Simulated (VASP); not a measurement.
# TiTe2 (P-3m1) in VASP: notebook

Runs on TiTe2. Level: PBE. Tasks: single point.

Everything below comes from runs of VASP 6.6.1. Logs are shortened: lines on timing, memory, paths and dates and some standing lists are left out, and cuts for length are marked.

### Step 1. The cell of the first run

The structure is trigonal, space group P-3m1 (No. 164). Conventional cell: a = 3.631 Å, b = 3.631 Å, c = 6.344 Å, α = 90.00°, β = 90.00°, γ = 120.00°. Ti (site symmetry -3m) has 6 Te at 2.75 Å and 6 Ti at 3.63 Å within 3.7 Å. Within 3.7 Å of Te (site symmetry 3m) lie 3 Ti at 2.75 Å and 9 Te at 3.47 to 3.63 Å.

### Step 2. Single point, PBE (strained and its atoms moved)

Contents of INCAR:

```
PREC = Accurate ; ENCUT = 500
EDIFF = 1E-6 ; ISMEAR = 0
SIGMA = 0.1 ; LREAL = False
LASPH = True ; NELM = 120
ALGO = Normal ; ISIF = 2
LWAVE = False ; LCHARG = False
GGA = PE ; NBANDS = 19
GGA_COMPAT = False
```

Contents of KPOINTS:

```
Automatic mesh
0
Gamma
  15 15 8
```

Contents of POSCAR:

```
TiTe2
1.0
    3.6307176432      0.0000000000      0.0000000000
   -1.8153588216      3.1442937130      0.0000000000
    0.0000000000      0.0000000000      6.3438024600
Ti Te
1 2
Direct
    0.0000000000      0.0000000000      0.0000000000
    0.6666666667      0.3333333333      0.2816480282
    0.3333333333      0.6666666667      0.7183519718
```

Potentials or basis: VASP PAW PBE potentials, release 64 (Ti_sv, Te).

On the command line:

```bash
cat potpaw_PBE.64/Ti_sv/POTCAR potpaw_PBE.64/Te/POTCAR > POTCAR
mpirun -np 1 vasp_std > vasp.out
```

OUTCAR:

```text
PREC = Accurate
   ENCUT = 500
   EDIFF = 1E-6
   ISMEAR = 0
   LREAL = False
   LASPH = True
   NELM = 120
   ISIF = 2
   GGA = PE

 ion  position               nearest neighbor table
   1  0.000  0.000  0.000-   2 2.75   3 2.75   2 2.75   3 2.75   2 2.75   3 2.75
   2  0.667  0.333  0.282-   1 2.75   1 2.75   1 2.75   3 3.47   3 3.47   3 3.47
   3  0.333  0.667  0.718-   1 2.75   1 2.75   1 2.75   2 3.47   2 3.47   2 3.47

  LATTYP: Found a hexagonal cell.
 ALAT       =     3.6307176432
 C/A-ratio  =     1.7472585542

  Lattice vectors:

 A1 = (   3.6307176432,   0.0000000000,   0.0000000000)
 A2 = (  -1.8153588216,   3.1442937130,   0.0000000000)
 A3 = (   0.0000000000,   0.0000000000,   6.3438024600)

Analysis of symmetry for initial positions (statically):
=====================================================================
 Subroutine PRICEL returns:
 Original cell was already a primitive cell.

 Routine SETGRP: Setting up the symmetry group for a
 hexagonal supercell.

 Subroutine GETGRP returns: Found 12 space group operations
 (whereof 12 operations were pure point group operations)
 out of a pool of 24 trial point group operations.

The static configuration has the point symmetry D_3d.

Analysis of symmetry for dynamics (positions and initial velocities):
=====================================================================
 Subroutine PRICEL returns:
 Original cell was already a primitive cell.

 Routine SETGRP: Setting up the symmetry group for a
 hexagonal supercell.

 Subroutine GETGRP returns: Found 12 space group operations
 (whereof 12 operations were pure point group operations)
 out of a pool of 24 trial point group operations.

The dynamic configuration has the point symmetry D_3d.

 Subroutine INISYM returns: Found 12 space group operations
 (whereof 12 operations are pure point group operations),
 and found     1 'primitive' translations

----------------------------------------------------------------------------------------

                                     Primitive cell

  volume of cell :      72.4211

  direct lattice vectors                    reciprocal lattice vectors
     3.630717643  0.000000000  0.000000000     0.275427642  0.159018223  0.000000000
    -1.815358822  3.144293713  0.000000000     0.000000000  0.318036447  0.000000000
     0.000000000  0.000000000  6.343802460     0.000000000  0.000000000  0.157634164

  length of vectors
     3.630717643  3.630717643  6.343802460     0.318036447  0.318036447  0.157634164

  position of ions in fractional coordinates (direct lattice)
     0.000000000  0.000000000  0.000000000
     0.666666667  0.333333333  0.281648028
     0.333333333  0.666666667  0.718351972

  ion indices of the primitive-cell ions
   primitive index   ion index
                 1           1
                 2           2
                 3           3

----------------------------------------------------------------------------------------

 KPOINTS: Automatic mesh

Automatic generation of k-mesh.
 Grid dimensions read from file:
 generate k-points for:   15   15    8

 Generating k-lattice:

  Cartesian coordinates                     Fractional coordinates (reciprocal lattice)
     0.018361843  0.010601215  0.000000000     0.066666667  0.000000000  0.000000000
     0.000000000  0.021202430  0.000000000     0.000000000  0.066666667  0.000000000
     0.000000000  0.000000000  0.019704271     0.000000000  0.000000000  0.125000000

  Length of vectors
     0.021202430  0.021202430  0.019704271

  Shift w.r.t. Gamma in fractional coordinates (k-lattice)
     0.000000000  0.000000000  0.000000000

 Subroutine IBZKPT returns following result:
 ===========================================

 Found    192 irreducible k-points:

 Following reciprocal coordinates:
            Coordinates               Weight
  0.000000  0.000000  0.000000      1.000000
  0.066667  0.000000  0.000000      6.000000
  0.133333 -0.000000  0.000000      6.000000
  0.200000 -0.000000  0.000000      6.000000
  0.266667 -0.000000  0.000000      6.000000
  0.333333  0.000000  0.000000      6.000000
[... 16 lines left out ...]
  0.333333  0.200000  0.000000     12.000000
  0.400000  0.200000  0.000000      6.000000
 [... further k-points ...]
   k-points           NKPTS =    192   k-points in BZ     NKDIM =    192   number of bands    NBANDS=     19
   number of dos      NEDOS =    301   number of ions     NIONS =      3
   total plane-waves  NPLWV =  37632
   dimension x,y,z NGX =    28 NGY =   28 NGZ =   48
   dimension x,y,z NGXF=    56 NGYF=   56 NGZF=   96
   ions per type =               1   2
   NGX,Y,Z   is equivalent  to a cutoff of  12.82, 12.82, 12.58 a.u.
   NGXF,Y,Z  is equivalent  to a cutoff of  25.64, 25.64, 25.16 a.u.
 SYSTEM =  unknown system
   PREC   = accura    normal or accurate (medium, high low for compatibility)
   ISTART =      0    job   : 0-new  1-cont  2-samecut
   ICHARG =      2    charge: 1-file 2-atom 10-const
   ISPIN  =      1    spin polarized calculation?
   LNONCOLLINEAR =      F non collinear calculations
   LSORBIT =      F    spin-orbit coupling
   LASPH  =      T    aspherical Exc in radial PAW
   ENCUT  =  500.0 eV  36.75 Ry    6.06 a.u.   6.62  6.62 11.57*2*pi/ulx,y,z
   NELM   =    120;   NELMIN=  2; NELMDL= -5     # of ELM steps
   EDIFF  = 0.1E-05   stopping-criterion for ELM
   LREAL  =      F    real-space projection
   EDIFFG = 0.1E-04   stopping-criterion for IOM
   NSW    =      0    number of steps for IOM
   IBRION =     -1    ionic relax: 0-MD 1-quasi-New 2-CG
   NFREE  =      0    steps in history (QN), initial steepest desc. (CG)
   ISIF   =      2    stress and relaxation
   ISYM   =      2    0-nonsym 1-usesym 2-fastsym
   POTIM  = 0.5000    time-step for ionic-motion
   TEBEG  =    0.0;   TEEND  =   0.0 temperature during run
   PSTRESS=    0.0 pullay stress
   NELECT =      24.0000    total number of electrons
   NUPDOWN=      -1.0000    fix difference up-down
   EMIN   =  10.00;   EMAX   =-10.00  energy-range for DOS
   EFERMI =   0.00;   METHOD = LEGACY
   ISMEAR =     0;   SIGMA  =   0.10  broadening in eV -4-tet -1-fermi 0-gaus
   EFERMI_NEDOS =   21; number of points for ismear=-14 and -15
   IALGO  =     38    algorithm
   IMIX   =      4    mixing-type and parameters
     AMIX     =   0.40;   BMIX     =  1.00
     AMIX_MAG =   1.60;   BMIX_MAG =  1.00
  volume/ion in A,a.u.               =      24.14       162.91
  Fermi-wavevector in a.u.,A,eV,Ry     =   1.132896  2.140864 17.462453  1.283454
  Thomas-Fermi vector in A             =   2.269598
   LORBIT       =      0    0 simple, 1 ext, 2 COOP (PROOUT), +10 PAW based schemes
   GGA     = PE    functional components
   LHFCALC =     F    Hartree Fock is set to
   AEXX    =    0.0000 exact exchange contribution
   IVDW    =     0    specifies the selected vdW correction
   LEPSILON=     F    determine dielectric tensor
   LRPA    =     F    only Hartree local field effects (RPA)
 non-spin polarized calculation
 Gauss-broadening in eV      SIGMA  =   0.10
  energy-cutoff  :      500.00
  volume of cell :       72.42
 maximum number of plane-waves:      1877
 NGX is ok and might be reduce to    28
   NGX = 13   NGY = 13   NGZ = 23

 number of electron      23.9999999 magnetization

 Free energy of the ion-electron system (eV)
  ---------------------------------------------------
  ext. energy  EPLUGINS =         0.00000000
  ---------------------------------------------------
  free energy    TOTEN  =       -16.04362548 eV

  energy without entropy =      -16.03631424  energy(sigma->0) =      -16.03996986

 E-fermi :   8.2130     XC(G=0): -10.4033

 val. band max:        8.2097458559   @ k =   0.0667   0.0667   0.2500
 cond. band min:       8.2145075278   @ k =   0.0667   0.0000   0.5000
 fundamental gap:      0.0047616718
 Fermi energy:         8.2130487421

 k-point     1 :       0.0000    0.0000    0.0000
  band No.  band energies     occupation
      1     -49.1116      2.00000
      2     -25.3733      2.00000
      3     -25.3732      2.00000
      4     -25.3513      2.00000
      5      -4.9011      2.00000
      6      -3.0202      2.00000
[... 11 lines left out ...]
     18      13.6127      0.00000
     19      14.6422      0.00000

 k-point     2 :       0.0667    0.0000    0.0000
  band No.  band energies     occupation
      1     -49.1114      2.00000
      2     -25.3760      2.00000
      3     -25.3739      2.00000
      4     -25.3507      2.00000
      5      -4.8436      2.00000
      6      -2.9867      2.00000
[... 11 lines left out ...]
     18      14.0229      0.00000
     19      14.8981      0.00000

 k-point     3 :       0.1333   -0.0000    0.0000
  band No.  band energies     occupation
      1     -49.1108      2.00000
      2     -25.3838      2.00000
      3     -25.3757      2.00000
      4     -25.3489      2.00000
      5      -4.6733      2.00000
      6      -2.8897      2.00000
[... 11 lines left out ...]
     18      14.5138      0.00000
     19      15.3164      0.00000

 k-point     4 :       0.2000   -0.0000    0.0000
  band No.  band energies     occupation
      1     -49.1099      2.00000
      2     -25.3952      2.00000
      3     -25.3784      2.00000
      4     -25.3463      2.00000
      5      -4.3979      2.00000
      6      -2.7414      2.00000
[... 11 lines left out ...]
     18      14.2743      0.00000
     19      15.1890      0.00000

 k-point     5 :       0.2667   -0.0000    0.0000
  band No.  band energies     occupation
      1     -49.1088      2.00000
      2     -25.4083      2.00000
      3     -25.3814      2.00000
      4     -25.3432      2.00000
      5      -4.0324      2.00000
      6      -2.5663      2.00000
[... 11 lines left out ...]
     18      13.9450      0.00000
     19      14.5038      0.00000

 k-point     6 :       0.3333    0.0000    0.0000
  band No.  band energies     occupation
      1     -49.1078      2.00000
      2     -25.4208      2.00000
      3     -25.3843      2.00000
      4     -25.3403      2.00000
      5      -3.6039      2.00000
      6      -2.4067      2.00000
[... 11 lines left out ...]
     18      13.7715      0.00000
     19      14.0987      0.00000

 k-point     7 :       0.4000    0.0000    0.0000
  band No.  band energies     occupation
      1     -49.1070      2.00000
      2     -25.4305      2.00000
      3     -25.3865      2.00000
      4     -25.3380      2.00000
      5      -3.1612      2.00000
      6      -2.3247      2.00000
[... 11 lines left out ...]
     18      13.6211      0.00000
     19      13.9135      0.00000

 k-point     8 :       0.4667    0.0000    0.0000
  band No.  band energies     occupation
      1     -49.1065      2.00000
      2     -25.4359      2.00000
      3     -25.3878      2.00000
      4     -25.3368      2.00000
      5      -2.8017      2.00000
      6      -2.3656      2.00000
[... 256 lines left out ...]
 k-point    20 :       0.4000    0.1333    0.0000
  band No.  band energies     occupation
      1     -49.1063      2.00000
      2     -25.4325      2.00000
      3     -25.3943      2.00000
      4     -25.3362      2.00000
      5      -2.7079      2.00000
      6      -2.3075      2.00000
[... 11 lines left out ...]
     18      13.1318      0.00000
     19      14.7724      0.00000

 k-point    21 :       0.2000    0.2000    0.0000
  band No.  band energies     occupation
      1     -49.1075      2.00000
      2     -25.4180      2.00000
      3     -25.3908      2.00000
      4     -25.3396      2.00000
      5      -3.5105      2.00000
      6      -2.3531      2.00000
[... 11 lines left out ...]
     18      13.5294      0.00000
     19      15.5299      0.00000

 k-point    22 :       0.2667    0.2000    0.0000
  band No.  band energies     occupation
      1     -49.1068      2.00000
      2     -25.4239      2.00000
      3     -25.3962      2.00000
      4     -25.3375      2.00000
      5      -3.1081      2.00000
      6      -2.2484      2.00000
[... 11 lines left out ...]
     18      12.8515      0.00000
     19      15.6939      0.00000

 k-point    23 :       0.3333    0.2000    0.0000
  band No.  band energies     occupation
      1     -49.1063      2.00000
      2     -25.4276      2.00000
      3     -25.4002      2.00000
      4     -25.3360      2.00000
      5      -2.7394      2.00000
      6      -2.2309      2.00000
[... 11 lines left out ...]
     18      12.4963      0.00000
     19      15.6974      0.00000

 k-point    24 :       0.4000    0.2000    0.0000
  band No.  band energies     occupation
      1     -49.1061      2.00000
      2     -25.4288      2.00000
      3     -25.4017      2.00000
      4     -25.3355      2.00000
      5      -2.5436      2.00000
      6      -2.2797      2.00000
[... 11 lines left out ...]
     18      12.3921      0.00000
     19      15.6940      0.00000

 [... further k-points ...]
[... 5 lines left out ...]
  --------------------------------------------------------------------------------------
  -------------------------------------------------------------------------------------
  Total        2.2339903      2.2339903      1.3470687      0.0000000     -0.0000000      0.0000000
  in kB       49.4227181     49.4227181     29.8012917      0.0000000     -0.0000000      0.0000000
  external PRESSURE =      42.8822426 kB  Pullay stress =       0.0000000 kB

 VOLUME and BASIS-vectors are now :
 -----------------------------------------------------------------------------
  energy-cutoff  :      500.00
  volume of cell :       72.42
      direct lattice vectors                 reciprocal lattice vectors
     3.630717643  0.000000000  0.000000000     0.275427642  0.159018223  0.000000000
    -1.815358822  3.144293713  0.000000000     0.000000000  0.318036447  0.000000000
     0.000000000  0.000000000  6.343802460     0.000000000  0.000000000  0.157634164

 POSITION                                       TOTAL-FORCE (eV/Angst)
 -----------------------------------------------------------------------------------
      0.00000      0.00000      0.00000         0.000000      0.000000      0.000000
      1.81536      1.04810      1.78672        -0.000000      0.000000     -0.434040
     -0.00000      2.09620      4.55708         0.000000     -0.000000      0.434040
 -----------------------------------------------------------------------------------
    total drift:                               -0.000000     -0.000000      0.000000

  FREE ENERGIE OF THE ION-ELECTRON SYSTEM (eV)
  ---------------------------------------------------
  free  energy   TOTEN  =       -16.0436254787 eV

  energy  without entropy=      -16.0363142449  energy(sigma->0) =      -16.03996986
```

Wall time 5.1 min (1 thread of Intel Xeon 8259CL, shared host); peak memory 0.37 GiB.

Results:

```yaml
Free_energy: -16.0436 eV
Pressure: 4.3 GPa
Largest_force: 0.434 eV/Å
Band_gap_on_the_k_mesh: zero (bands 12 and 13 overlap by 0.86 eV)
```

Forces in eV/Å, atoms in the order of the input:
```
Ti   0.000  0.000  0.000
Te   0.000  0.000 -0.434
Te   0.000  0.000  0.434
```

Stress tensor (GPa, compression positive):
```
4.94 0.00 0.00
0.00 4.94 0.00
0.00 0.00 2.98
```

Caveat: the cell differs from its parent crystal (strained and its atoms moved); the cell stands under pressure; spin-orbit coupling is left out, which moves the levels of the heavy elements.

### Step 3. Single point, PBE (strained)

Contents of INCAR:

```
PREC     = Accurate       # precision mode
ENCUT    = 500            # plane-wave cutoff, eV
EDIFF    = 1E-6           # SCF threshold, eV
ISMEAR   = 0              # smearing method
SIGMA    = 0.1            # smearing width, eV
LREAL    = F              # projectors in reciprocal space
LASPH    = T              # aspherical terms in the spheres
NELM     = 120            # most SCF steps
ALGO     = Normal         # electronic algorithm
ISIF     = 2              # what is computed and relaxed
LWAVE    = F              # write WAVECAR
LCHARG   = F              # write CHGCAR
GGA      = PE             # functional
NBANDS   = 19             # bands
GGA_COMPAT= F
```

Contents of KPOINTS:

```
regular mesh
0
Gamma
  15 15 8
```

Contents of POSCAR:

```
TiTe2
1.0
    3.9362392450      0.0000000000      0.0000000000
   -1.9681196225      3.4088831816      0.0000000000
    0.0000000000      0.0000000000      6.8694256800
Ti Te
1 2
Direct
    0.0000000000      0.0000000000      0.0000000000
    0.6666666667      0.3333333333      0.2741088169
    0.3333333333      0.6666666667      0.7258911831
```

Potentials or basis: VASP PAW PBE potentials, release 64 (Ti_sv, Te).

On the command line:

```bash
cat potpaw_PBE.64/Ti_sv/POTCAR potpaw_PBE.64/Te/POTCAR > POTCAR
mpirun -np 1 vasp_std > vasp.out
```

Wall time 9 min (1 thread of Intel Xeon 8259CL, shared host); peak memory 0.44 GiB.

It converged, with:

| Property | Result |
| --- | --- |
| Free energy | -15.7990 eV |
| Pressure | -7.4 GPa |
| Largest force | 1.457 eV/Å |
| Band gap on the k mesh | zero (bands 12 and 13 overlap by 0.54 eV) |

Forces on the atoms (eV/Å):
```
Ti   0.000  0.000  0.000
Te   0.000  0.000 -1.457
Te   0.000  0.000  1.457
```

Stress tensor (GPa, compression positive):
```
-6.63  0.00  0.00
 0.00 -6.63  0.00
 0.00  0.00 -9.03
```

Levels at points of the mesh, in eV from the Fermi level:
```tsv
k point	band 9	band 10	band 11	band 12	band 13	band 14	band 15	band 16
(0.00, 0.00, 0.00)	-1.28	0.23	0.24	0.36	0.36	0.83	0.83	2.27
(0.00, 0.00, 0.50)	-1.21	-1.21	0.35	0.35	0.52	0.52	0.64	2.63
```

Caveat: the cell differs from its parent crystal (strained); the cell stands under tension; spin-orbit coupling is left out, which moves the levels of the heavy elements; this functional lacks dispersion, which binds the layers, so the pressure and a relaxed spacing across them are unreliable; forces of over 1 eV/Å act on the atoms, so gaps and moduli don't describe the material at rest.
